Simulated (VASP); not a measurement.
# AlSn (P-6m2) in VASP: further runs

The runs below take AlSn through single point, with HSE06.

All numbers are computed with VASP 6.6.1; they aren't measurements. Logs are shortened: lines on timing, memory, paths and dates and some standing lists are left out, and cuts for length are marked.

### 1 The cell of the first run

The structure is hexagonal, space group P-6m2 (No. 187). The conventional cell has a = 4.112 Å, b = 4.112 Å, c = 3.239 Å, α = 90.00°, β = 90.00°, γ = 120.00°. Sn (site symmetry -6m2) has 6 Al at 2.87 Å and 2 Sn at 3.24 Å within 3.8 Å. Within 3.8 Å of Al (site symmetry -6m2) lie 6 Sn at 2.87 Å and 2 Al at 3.24 Å.

### 2 Single point, HSE06

POSCAR

```
AlSn
1.0
    4.1124059441      0.0000000000      0.0000000000
   -2.0562029720      3.5614480182      0.0000000000
    0.0000000000      0.0000000000      3.2393413848
Sn Al
1 1
Direct
    0.3333333333      0.6666666667      0.5000000000
    0.0000000000      0.0000000000      0.0000000000
```

INCAR.step1

```
PREC = Accurate
ENCUT = 520
EDIFF = 1E-5
ISMEAR = -1
SIGMA = 0.05
LREAL = False
LASPH = True
NELM = 60
ALGO = Normal
ISIF = 2
LWAVE = True
LCHARG = False
GGA = PE
NBANDS = 16
```

INCAR.step2

```
PREC = Accurate
ENCUT = 520
EDIFF = 1E-7
ISMEAR = -1
SIGMA = 0.05
LREAL = False
LASPH = True
NELM = 60
ALGO = Normal
ISIF = 2
LWAVE = False
LCHARG = False
GGA = PE
LHFCALC = True
HFSCREEN = 0.2079
PRECFOCK = Normal
ISTART = 1
NBANDS = 16
```

KPOINTS

```
regular mesh
0
Gamma
  4 4 6
```

Potentials or basis: VASP PAW PBE potentials, release 64 (Sn_d, Al).

Started as:

```
> cat potpaw_PBE.64/Sn_d/POTCAR potpaw_PBE.64/Al/POTCAR > POTCAR
> cp INCAR.step1 INCAR
> mpirun -np 1 vasp_std > vasp.out
> cp INCAR.step2 INCAR
> mpirun -np 1 vasp_std > vasp.out
```

OUTCAR:

```text
PREC = Accurate
   ENCUT = 520
   EDIFF = 1E-7
   ISMEAR = -1
   LREAL = False
   LASPH = True
   NELM = 60
   ISIF = 2
   GGA = PE
   LHFCALC = True
   HFSCREEN = 0.2079
   PRECFOCK = Normal
   ISTART = 1

 ion  position               nearest neighbor table
   1  0.333  0.667  0.500-   2 2.87   2 2.87   2 2.87   2 2.87   2 2.87   2 2.87
   2  0.000  0.000  0.000-   1 2.87   1 2.87   1 2.87   1 2.87   1 2.87   1 2.87

  LATTYP: Found a hexagonal cell.
 ALAT       =     4.1124059441
 C/A-ratio  =     0.7876998110

  Lattice vectors:

 A1 = (   4.1124059441,   0.0000000000,   0.0000000000)
 A2 = (  -2.0562029720,   3.5614480182,   0.0000000000)
 A3 = (   0.0000000000,   0.0000000000,   3.2393413848)

Analysis of symmetry for initial positions (statically):
=====================================================================
 Subroutine PRICEL returns:
 Original cell was already a primitive cell.

 Routine SETGRP: Setting up the symmetry group for a
 hexagonal supercell.

 Subroutine GETGRP returns: Found 12 space group operations
 (whereof 12 operations were pure point group operations)
 out of a pool of 24 trial point group operations.

The static configuration has the point symmetry D_3h.

Analysis of symmetry for dynamics (positions and initial velocities):
=====================================================================
 Subroutine PRICEL returns:
 Original cell was already a primitive cell.

 Routine SETGRP: Setting up the symmetry group for a
 hexagonal supercell.

 Subroutine GETGRP returns: Found 12 space group operations
 (whereof 12 operations were pure point group operations)
 out of a pool of 24 trial point group operations.

The dynamic configuration has the point symmetry D_3h.

 Subroutine INISYM returns: Found 12 space group operations
 (whereof 12 operations are pure point group operations),
 and found     1 'primitive' translations

----------------------------------------------------------------------------------------

                                     Primitive cell

  volume of cell :      47.4438

  direct lattice vectors                    reciprocal lattice vectors
     4.112405944  0.000000000  0.000000000     0.243166656  0.140392334  0.000000000
    -2.056202972  3.561448018  0.000000000     0.000000000  0.280784668  0.000000000
     0.000000000  0.000000000  3.239341385     0.000000000  0.000000000  0.308704728

  length of vectors
     4.112405944  4.112405944  3.239341385     0.280784668  0.280784668  0.308704728

  position of ions in fractional coordinates (direct lattice)
     0.333333333  0.666666667  0.500000000
     0.000000000  0.000000000  0.000000000

  ion indices of the primitive-cell ions
   primitive index   ion index
                 1           1
                 2           2

----------------------------------------------------------------------------------------

 KPOINTS: regular mesh

Automatic generation of k-mesh.
 Grid dimensions read from file:
 generate k-points for:    4    4    6

 Generating k-lattice:

  Cartesian coordinates                     Fractional coordinates (reciprocal lattice)
     0.060791664  0.035098084  0.000000000     0.250000000 -0.000000000  0.000000000
     0.000000000  0.070196167  0.000000000     0.000000000  0.250000000  0.000000000
     0.000000000  0.000000000  0.051450788     0.000000000  0.000000000  0.166666667

  Length of vectors
     0.070196167  0.070196167  0.051450788

  Shift w.r.t. Gamma in fractional coordinates (k-lattice)
     0.000000000  0.000000000  0.000000000

 Subroutine IBZKPT returns following result:
 ===========================================

 Found     16 irreducible k-points:

 Following reciprocal coordinates:
            Coordinates               Weight
  0.000000  0.000000  0.000000      1.000000
  0.250000 -0.000000  0.000000      6.000000
  0.500000 -0.000000  0.000000      3.000000
  0.250000  0.250000  0.000000      6.000000
  0.000000  0.000000  0.166667      2.000000
  0.250000 -0.000000  0.166667     12.000000
[... 8 lines left out ...]
  0.500000 -0.000000  0.500000      3.000000
  0.250000  0.250000  0.500000      6.000000
   k-points           NKPTS =     16   k-points in BZ     NKDIM =     96   number of bands    NBANDS=     16
   number of dos      NEDOS =    301   number of ions     NIONS =      2
   total plane-waves  NPLWV =  24576
   dimension x,y,z NGX =    32 NGY =   32 NGZ =   24
   dimension x,y,z NGXF=    64 NGYF=   64 NGZF=   48
   ions per type =               1   1
   NGX,Y,Z   is equivalent  to a cutoff of  12.94, 12.94, 12.32 a.u.
   NGXF,Y,Z  is equivalent  to a cutoff of  25.87, 25.87, 24.63 a.u.
 SYSTEM =  unknown system
   PREC   = accura    normal or accurate (medium, high low for compatibility)
   ISTART =      1    job   : 0-new  1-cont  2-samecut
   ICHARG =      0    charge: 1-file 2-atom 10-const
   ISPIN  =      1    spin polarized calculation?
   LNONCOLLINEAR =      F non collinear calculations
   LSORBIT =      F    spin-orbit coupling
   LASPH  =      T    aspherical Exc in radial PAW
   ENCUT  =  520.0 eV  38.22 Ry    6.18 a.u.   7.65  7.65  6.02*2*pi/ulx,y,z
   NELM   =     60;   NELMIN=  2; NELMDL=  0     # of ELM steps
   EDIFF  = 0.1E-06   stopping-criterion for ELM
   LREAL  =      F    real-space projection
   EDIFFG = 0.1E-05   stopping-criterion for IOM
   NSW    =      0    number of steps for IOM
   IBRION =     -1    ionic relax: 0-MD 1-quasi-New 2-CG
   NFREE  =      0    steps in history (QN), initial steepest desc. (CG)
   ISIF   =      2    stress and relaxation
   ISYM   =      3    0-nonsym 1-usesym 2-fastsym
   POTIM  = 0.5000    time-step for ionic-motion
   TEBEG  =    0.0;   TEEND  =   0.0 temperature during run
   PSTRESS=    0.0 pullay stress
   NELECT =      17.0000    total number of electrons
   NUPDOWN=      -1.0000    fix difference up-down
   EMIN   =  10.00;   EMAX   =-10.00  energy-range for DOS
   EFERMI =   0.00;   METHOD = LEGACY
   ISMEAR =    -1;   SIGMA  =   0.05  broadening in eV -4-tet -1-fermi 0-gaus
   EFERMI_NEDOS =   21; number of points for ismear=-14 and -15
   IALGO  =     38    algorithm
   IMIX   =      1    mixing-type and parameters
     AMIX     =   0.40;   BMIX     =  1.00
     AMIX_MAG =   1.60;   BMIX_MAG =  1.00
  volume/ion in A,a.u.               =      23.72       160.08
  Fermi-wavevector in a.u.,A,eV,Ry     =   1.162781  2.197338 18.395898  1.352060
  Thomas-Fermi vector in A             =   2.299339
   LORBIT       =      0    0 simple, 1 ext, 2 COOP (PROOUT), +10 PAW based schemes
   GGA     = PE    functional components
   LHFCALC =     T    Hartree Fock is set to
   PRECFOCK=normal    Normal, Fast or Accurate (Low or Medium for compatibility)
   ENCUT4O =  -1.0   cutoff for four orbital integrals eV
   NKREDX  =     1    reduce k-point grid by
   NKREDY  =     1    reduce k-point grid by
   NKREDZ  =     1    reduce k-point grid by
   AEXX    =    0.2500 exact exchange contribution
   HFSCREEN=    0.2079 screening length (either q_TF or 0.3 A-1)
   HFSCREENC=   0.2079 screening length for correlation (either q_TF or 0.3 A-1)
   ENCUTFOCK=  -1.0 apply spherical cutoff to Coloumb kernel
   IVDW    =     0    specifies the selected vdW correction
   LEPSILON=     F    determine dielectric tensor
   LRPA    =     F    only Hartree local field effects (RPA)
 non-spin polarized calculation
  energy-cutoff  :      520.00
  volume of cell :       47.44
 maximum number of plane-waves:      1308
 NGX is ok and might be reduce to    32
  NGX = 24; NGY = 24; NGZ = 20

 number of electron      17.0000005 magnetization

 Free energy of the ion-electron system (eV)
  ---------------------------------------------------
  ext. energy  EPLUGINS =         0.00000000
  ---------------------------------------------------
  free energy    TOTEN  =        -7.97415879 eV

  energy without entropy =       -7.95538862  energy(sigma->0) =       -7.96477371

 E-fermi :   7.2583     XC(G=0):  -8.1541

 val. band max:        7.2549860416   @ k =   0.2500  -0.0000   0.5000
 cond. band min:       7.2700352613   @ k =   0.2500  -0.0000   0.1667
 fundamental gap:      0.0150492197
 Fermi energy:         7.2582642823

 k-point     1 :       0.0000    0.0000    0.0000
  band No.  band energies     occupation
      1     -16.7104      2.00000
      2     -16.5370      2.00000
      3     -16.5370      2.00000
      4     -16.5324      2.00000
      5     -16.5324      2.00000
      6      -5.2443      2.00000
[... 8 lines left out ...]
     15      20.5036      0.00000
     16      21.2192      0.00000

 k-point     2 :       0.2500   -0.0000    0.0000
  band No.  band energies     occupation
      1     -16.7051      2.00000
      2     -16.5414      2.00000
      3     -16.5382      2.00000
      4     -16.5342      2.00000
      5     -16.5192      2.00000
      6      -4.4862      2.00000
[... 8 lines left out ...]
     15      17.3675      0.00000
     16      19.6736      0.00000

 k-point     3 :       0.5000   -0.0000    0.0000
  band No.  band energies     occupation
      1     -16.7001      2.00000
      2     -16.5459      2.00000
      3     -16.5394      2.00000
      4     -16.5358      2.00000
      5     -16.5060      2.00000
      6      -2.9974      2.00000
[... 8 lines left out ...]
     15      18.4240      0.00000
     16      18.7443      0.00000

 k-point     4 :       0.2500    0.2500    0.0000
  band No.  band energies     occupation
      1     -16.6997      2.00000
      2     -16.5443      2.00000
      3     -16.5410      2.00000
      4     -16.5295      2.00000
      5     -16.5128      2.00000
      6      -3.1451      2.00000
[... 8 lines left out ...]
     15      17.6427      0.00000
     16      18.2712      0.00000
[... 172 lines left out ...]
 k-point    14 :       0.2500   -0.0000    0.5000
  band No.  band energies     occupation
      1     -16.6315      2.00000
      2     -16.6241      2.00000
      3     -16.5224      2.00000
      4     -16.5083      2.00000
      5     -16.4811      2.00000
      6      -0.8099      2.00000
[... 8 lines left out ...]
     15      17.0876      0.00000
     16      17.2103      0.00000

 k-point    15 :       0.5000   -0.0000    0.5000
  band No.  band energies     occupation
      1     -16.6409      2.00000
      2     -16.6263      2.00000
      3     -16.5252      2.00000
      4     -16.4964      2.00000
      5     -16.4719      2.00000
      6       0.6455      2.00000
[... 8 lines left out ...]
     15      20.7719      0.00000
     16      21.6124      0.00000

 k-point    16 :       0.2500    0.2500    0.5000
  band No.  band energies     occupation
      1     -16.6376      2.00000
      2     -16.6297      2.00000
      3     -16.5167      2.00000
      4     -16.5035      2.00000
      5     -16.4733      2.00000
      6       0.5025      2.00000
[... 8 lines left out ...]
     15      16.5879      0.00000
     16      21.3633      0.00000

------------------------ aborting loop because EDIFF is reached ----------------------------------------

  FORCE on cell =-STRESS in cart. coord.  units (eV):
  Direction    XX          YY          ZZ          XY          YZ          ZX
  --------------------------------------------------------------------------------------
  -------------------------------------------------------------------------------------
  Total        0.8392401      0.8392401      0.3425590      0.0000000      0.0000000     -0.0000000
  in kB       28.3411508     28.3411508     11.5682223      0.0000000      0.0000000     -0.0000000
  external PRESSURE =      22.7501746 kB  Pullay stress =       0.0000000 kB

 VOLUME and BASIS-vectors are now :
 -----------------------------------------------------------------------------
  energy-cutoff  :      520.00
  volume of cell :       47.44
      direct lattice vectors                 reciprocal lattice vectors
     4.112405944  0.000000000  0.000000000     0.243166656  0.140392334  0.000000000
    -2.056202972  3.561448018  0.000000000     0.000000000  0.280784668  0.000000000
     0.000000000  0.000000000  3.239341385     0.000000000  0.000000000  0.308704728

 POSITION                                       TOTAL-FORCE (eV/Angst)
 -----------------------------------------------------------------------------------
     -0.00000      2.37430      1.61967         0.000000     -0.000000      0.000000
      0.00000      0.00000      0.00000        -0.000000      0.000000      0.000000
 -----------------------------------------------------------------------------------
    total drift:                                0.000001     -0.000002      0.000000

  FREE ENERGIE OF THE ION-ELECTRON SYSTEM (eV)
  ---------------------------------------------------
  free  energy   TOTEN  =        -7.9741587926 eV

  energy  without entropy=       -7.9553886177  energy(sigma->0) =       -7.96477371
```

Wall time 27 min (1 thread of AMD EPYC 7R13 (Zen 3), shared host); peak memory 0.25 GiB.

Results:

```yaml
Free_energy: -7.9742 eV
Pressure: 2.3 GPa
Band_gap_on_the_k_mesh: zero (an odd number of electrons rules out a gap without spin polarisation)
```

Caveat: the k points lie up to 0.44 Å⁻¹ apart, too coarse for converged energies and pressures of a metal; the PAW data sets were made with another functional, which shifts forces and pressure a little; spin-orbit coupling is left out, which moves the levels of the heavy elements.

### 3 Single point, HSE06

This run uses another cell than the first one, of 24.23 Å³/atom.

POSCAR

```
AlSn
1.0
    4.1413675035      0.0000000000      0.0000000000
   -2.0706837517      3.5865294644      0.0000000000
    0.0000000000      0.0000000000      3.2621543997
Sn Al
1 1
Direct
    0.3333333333      0.6666666667      0.5000000000
    0.0000000000      0.0000000000      0.0000000000
```

INCAR.step1

```
SYSTEM = AlSn
  PREC = Accurate
  ENCUT = 520
  EDIFF = 1E-5
  ISMEAR = -1
  SIGMA = 0.05
  LREAL = .FALSE.
  LASPH = .TRUE.
  NELM = 80
  ALGO = Normal
  ISIF = 2
  LWAVE = .TRUE.
  GGA = PE
  NBANDS = 16
```

INCAR.step2

```
SYSTEM = AlSn
  PREC = Accurate
  ENCUT = 520
  EDIFF = 1E-7
  ISMEAR = -1
  SIGMA = 0.05
  LREAL = .FALSE.
  LASPH = .TRUE.
  NELM = 80
  ALGO = Normal
  ISIF = 2
  LWAVE = .FALSE.
  LCHARG = .TRUE.
  GGA = PE
  LHFCALC = .TRUE.
  HFSCREEN = 0.2079
  PRECFOCK = Normal
  LELF = .TRUE.
  LVHAR = .TRUE.
  ISTART = 1
  NBANDS = 16
```

KPOINTS

```
Automatic mesh
0
G
  4 4 6
  0 0 0
```

Potentials or basis: VASP PAW PBE potentials, release 64 (Sn_d, Al).

Started as:

```
> cat potpaw_PBE.64/Sn_d/POTCAR potpaw_PBE.64/Al/POTCAR > POTCAR
> cp INCAR.step1 INCAR
> mpirun -np 1 vasp_std > vasp.out
> cp INCAR.step2 INCAR
> mpirun -np 1 vasp_std > vasp.out
```

OUTCAR:

```text
SYSTEM = AlSn
   PREC = Accurate
   ENCUT = 520
   EDIFF = 1E-7
   ISMEAR = -1
   LREAL = .FALSE.
   LASPH = .TRUE.
   NELM = 80
   ISIF = 2
   GGA = PE
   LHFCALC = .TRUE.
   HFSCREEN = 0.2079
   PRECFOCK = Normal
   ISTART = 1

 ion  position               nearest neighbor table
   1  0.333  0.667  0.500-   2 2.89   2 2.89   2 2.89   2 2.89   2 2.89   2 2.89
   2  0.000  0.000  0.000-   1 2.89   1 2.89   1 2.89   1 2.89   1 2.89   1 2.89

  LATTYP: Found a hexagonal cell.
[... 492 lines left out ...]

------------------------ aborting loop because EDIFF is reached ----------------------------------------

  FORCE on cell =-STRESS in cart. coord.  units (eV):
  Direction    XX          YY          ZZ          XY          YZ          ZX
  --------------------------------------------------------------------------------------
  -------------------------------------------------------------------------------------
  Total        0.4163697      0.4163697      0.0816879      0.0000000     -0.0000000      0.0000000
  in kB       13.7678792     13.7678792      2.7011303      0.0000000     -0.0000000      0.0000000
  external PRESSURE =      10.0789629 kB  Pullay stress =       0.0000000 kB

 VOLUME and BASIS-vectors are now :
 -----------------------------------------------------------------------------
  energy-cutoff  :      520.00
  volume of cell :       48.45
      direct lattice vectors                 reciprocal lattice vectors
     4.141367503  0.000000000  0.000000000     0.241466134  0.139410537  0.000000000
    -2.070683752  3.586529464  0.000000000     0.000000000  0.278821075  0.000000000
     0.000000000  0.000000000  3.262154400     0.000000000  0.000000000  0.306545883

 POSITION                                       TOTAL-FORCE (eV/Angst)
 -----------------------------------------------------------------------------------
     -0.00000      2.39102      1.63108        -0.000000     -0.000000      0.000000
      0.00000      0.00000      0.00000         0.000000      0.000000      0.000000
 -----------------------------------------------------------------------------------
    total drift:                                0.000002     -0.000003     -0.000000

  FREE ENERGIE OF THE ION-ELECTRON SYSTEM (eV)
  ---------------------------------------------------
  free  energy   TOTEN  =        -7.9846971550 eV

  energy  without entropy=       -7.9670878946  energy(sigma->0) =       -7.97589252
```

OUTCAR.step1:

```text
SYSTEM = AlSn
   PREC = Accurate
   ENCUT = 520
   EDIFF = 1E-5
   ISMEAR = -1
   LREAL = .FALSE.
[... 516 lines left out ...]
     -0.00000      2.39102      1.63108         0.000000     -0.000000      0.000000
      0.00000      0.00000      0.00000        -0.000000      0.000000      0.000000
 -----------------------------------------------------------------------------------
    total drift:                                0.000000     -0.000000     -0.000000

  FREE ENERGIE OF THE ION-ELECTRON SYSTEM (eV)
  ---------------------------------------------------
  free  energy   TOTEN  =        -7.0087971339 eV

  energy  without entropy=       -6.9915544480  energy(sigma->0) =       -7.00017579
```

OSZICAR.step1:

```text
N       E                     dE             d eps       ncg     rms          rms(c)
DAV:   1     0.102883945118E+03    0.10288E+03   -0.78432E+03   512   0.129E+03
DAV:   2     0.141238374064E+01   -0.10147E+03   -0.97524E+02   536   0.350E+02
DAV:   3    -0.683292314115E+01   -0.82453E+01   -0.81999E+01   672   0.784E+01
DAV:   4    -0.703829001401E+01   -0.20537E+00   -0.20521E+00   672   0.128E+01
DAV:   5    -0.704765661142E+01   -0.93666E-02   -0.93665E-02   744   0.262E+00    0.237E+00
DAV:   6    -0.702088510666E+01    0.26772E-01   -0.18130E-02   704   0.192E+00    0.137E+00
DAV:   7    -0.700861462923E+01    0.12270E-01   -0.20747E-02   688   0.182E+00    0.147E-01
DAV:   8    -0.700874180084E+01   -0.12717E-03   -0.20875E-03   688   0.553E-01    0.515E-02
DAV:   9    -0.700879602930E+01   -0.54228E-04   -0.10801E-04   680   0.814E-02    0.107E-02
DAV:  10    -0.700879713390E+01   -0.11046E-05   -0.53334E-06   544   0.196E-02
   1 F= -.70087971E+01 E0= -.70001758E+01  d E =-.172427E-01
```

It took 25 min on 1 thread of AMD EPYC 7R13 (Zen 3), shared host; peak memory 0.25 GiB.

What came out:

| Item | Value |
| --- | --- |
| Free energy | -7.9847 eV |
| Pressure | 1.0 GPa |
| Band gap on the k mesh | zero (an odd number of electrons rules out a gap without spin polarisation) |

Levels at points of the mesh, in eV from the Fermi level:
| k point | band 5 | band 6 | band 7 | band 8 | band 9 | band 10 | band 11 | band 12 |
| --- | --- | --- | --- | --- | --- | --- | --- | --- |
| (0.00, 0.00, 0.00) | -23.77 | -12.33 | -0.66 | -0.66 | 1.09 | 2.84 | 3.34 | 3.34 |
| (0.50, 0.00, 0.00) | -23.74 | -10.13 | -7.67 | -2.52 | 0.62 | 4.96 | 7.19 | 7.81 |
| (0.00, 0.00, 0.50) | -23.73 | -8.71 | -7.55 | 2.93 | 2.93 | 3.90 | 3.90 | 4.43 |
| (0.50, 0.00, 0.50) | -23.71 | -6.58 | -5.20 | -3.98 | -2.91 | 1.12 | 2.48 | 4.00 |

Caveat: the k points lie up to 0.44 Å⁻¹ apart, too coarse for converged energies and pressures of a metal; the PAW data sets were made with another functional, which shifts forces and pressure a little; spin-orbit coupling is left out, which moves the levels of the heavy elements.
